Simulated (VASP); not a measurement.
A run of VASP 6.6.1:

Contents of INCAR:

```
SYSTEM = Ge
ALGO     = Normal         ! electronic algorithm
EDIFF    = 1E-6           ! SCF threshold, eV
ENCUT    = 520            ! plane-wave cutoff, eV
GGA      = PS             ! functional
ISIF     = 2              ! what is computed and relaxed
ISMEAR   = -1             ! smearing method
LASPH    = .True.         ! aspherical terms in the spheres
LCHARG   = .False.        ! write CHGCAR
LREAL    = .False.        ! projectors in reciprocal space
LWAVE    = .False.        ! write WAVECAR
NBANDS   = 21             ! bands
NELM     = 60             ! most SCF steps
PREC     = Accurate       ! precision mode
SIGMA    = 0.05           ! smearing width, eV
```

Contents of KPOINTS:

```
k-points
0
Gamma
  8 8 8
  0 0 0
```

Contents of POSCAR:

```
Ge
1.0
    0.0000000000      2.7771496060      2.7771496060
    2.7771496060      0.0000000000      2.7771496060
    2.7771496060      2.7771496060      0.0000000000
Ge
2
Direct
    0.7500000000      0.7500000000      0.7500000000
    0.5000000000      0.5000000000      0.5000000000
```

Potentials or basis: VASP PAW PBE potentials, release 64 (Ge_d).

Command:

```sh
$ cat potpaw_PBE.64/Ge_d/POTCAR > POTCAR
$ mpirun -np 1 vasp_std > vasp.out
```

Hardware: 1 thread of Intel(R) Xeon(R) 6975P-C (Granite Rapids), on a shared host.

Question: Estimate the wall time of this run.

Answer: Run time: 11 s on 1 thread of Intel(R) Xeon(R) 6975P-C (Granite Rapids), on a shared host, peak memory 0.17 GiB. Counts: scf iterations 12, k points 29.
